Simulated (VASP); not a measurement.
Ba4Y:

```
Ba Y
1.0
    -3.45441    3.45441    3.45441
     3.45441   -3.45441    3.45441
     3.45441    3.45441   -3.45441
Ba Y
4 1
Direct
  0.50000 0.50000 0.50000
  0.50000 0.00000 0.00000
  0.00000 0.00000 0.50000
  0.00000 0.50000 0.00000
  0.00000 0.00000 0.00000
```

The cell was built from a structure type or drawn by symmetry, and may not be a known phase.

| Item | Value |
| --- | --- |
| Program | VASP 6.6.1 |
| Task | relaxation of cell and atoms |
| Functional | PBE |
| Potentials or basis | VASP PAW PBE potentials, release 64 (Ba_sv, Y_sv) |
| Cutoff | 600 eV |
| k mesh | 4 × 4 × 4 |
| Occupations | gaussian, width 0.1 eV |
| Spin | no spin polarisation |

At the start: pressure 15.6 GPa; volume 32.98 Å³/atom.

Q: How do energy, volume and symmetry change on relaxing?

A: Over 5 steps the energy falls by 987.7 meV/atom and the volume is 66.44 Å³/atom (+101.5 %); space group Im-3m (No. 229, to 0.1 Å) before and after.

The path:
| step | energy change (eV) | largest force (eV/Å) | pressure (GPa) | volume (Å³) |
| --- | --- | --- | --- | --- |
| 1 | 0.0000 | 0.0000 | 15.63 | 164.89 |
| 2 | -4.3727 | 0.0000 | 2.90 | 254.21 |
| 3 | -4.8524 | 0.0000 | 0.90 | 297.54 |
| 4 | -4.6474 | 0.0000 | -1.17 | 398.42 |
| 5 | -4.9387 | 0.0000 | -0.07 | 332.20 |

Final structure:
```
Ba Y
1.0
    -4.36295    4.36295    4.36295
     4.36295   -4.36295    4.36295
     4.36295    4.36295   -4.36295
Ba Y
4 1
Direct
  0.50000 0.50000 0.50000
  0.50000 0.00000 0.00000
  0.00000 0.00000 0.50000
  0.00000 0.50000 0.00000
  0.00000 0.00000 0.00000
```

Caveat: the volume moved by over 15 % at a fixed basis, so the end points are rough.
